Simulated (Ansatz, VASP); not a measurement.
# Two plane-wave programs on InP

```xyz
12
Lattice="4.2142 0.0000 0.0000 0.0000 5.9598 0.0000 0.0000 0.0000 25.5355" Properties=species:S:1:pos:R:3 pbc="T T T"
In    2.1071    2.9799    7.5000
In    0.0000    0.0000    9.6071
In    2.1071    2.9799   11.7142
In    0.0000    0.0000   13.8213
In    2.1071    2.9799   15.9284
In    0.0000    0.0000   18.0355
P     0.0000    1.4899    7.5000
P     2.1071    4.4698    9.6071
P     0.0000    1.4899   11.7142
P     2.1071    4.4698   13.8213
P     0.0000    1.4899   15.9284
P     2.1071    4.4698   18.0355
```

Alike in both runs: task single point; functional PBE; k mesh 8 × 6 × 1; occupations gaussian, width 0.05 eV; no spin polarisation.

|  | VASP | Ansatz |
| --- | --- | --- |
| version | VASP 6.6.1 | Ansatz 0.2.0 |
| potentials or method | VASP PAW PBE potentials, release 64 (In_d, P), cutoff 520 eV | scalar-relativistic, plane waves, PAW |
| valence electrons in the cell | 108 | 108 |

|  | VASP | Ansatz | Ansatz less VASP |
| --- | --- | --- | --- |
| gap on the k mesh at the Fermi level (eV) | 0.42 | 0.42 | 0.000 |
| least direct gap on the mesh (eV) | 0.46 | 0.47 | +0.005 |
| rms of the force components (eV/Å) | 0.470 | 0.468 | -0.0026 |

The functional is the same, so the differences come from potentials, cutoffs and numerics. Ansatz's warnings: xc potential rough in thin density.
